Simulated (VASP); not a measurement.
Input of a VASP 6.6.1 run:

Contents of INCAR:

```
SYSTEM = CaBiCl3
  PREC = Accurate
  ENCUT = 520
  EDIFF = 1E-6
  ISMEAR = 0
  SIGMA = 0.1
  LREAL = .FALSE.
  LASPH = .TRUE.
  NELM = 60
  ALGO = Normal
  ISIF = 2
  LWAVE = .FALSE.
  LCHARG = .FALSE.
  GGA = PE
  NBANDS = 31
```

The input KPOINTS:

```
Automatic mesh
0
G
  8 8 8
  0 0 0
```

The input POSCAR:

```
CaBiCl3
1.0
    5.6529988267      0.0000000000      0.0000000000
    0.0000000000      5.6529988267      0.0000000000
    0.0000000000      0.0000000000      5.6529988267
Ca Bi Cl
1 1 3
Direct
    0.0000000000      0.0000000000      0.0000000000
    0.5000000000      0.5000000000      0.5000000000
    0.0000000000      0.5000000000      0.5000000000
    0.5000000000      0.0000000000      0.5000000000
    0.5000000000      0.5000000000      0.0000000000
```

Potentials or basis: VASP PAW PBE potentials, release 64 (Ca_sv, Bi_d, Cl).

Command:

```console
$ cat potpaw_PBE.64/Ca_sv/POTCAR potpaw_PBE.64/Bi_d/POTCAR potpaw_PBE.64/Cl/POTCAR > POTCAR
$ mpirun -np 1 vasp_std > vasp.out
```

Q: Estimate the pressure.

A: 0.0 GPa.

Q: Predict the band gap on the k mesh.

A: Zero (bands 23 and 24 overlap by 1.06 eV).

Caveat: spin-orbit coupling is left out, which moves the levels of the heavy elements.
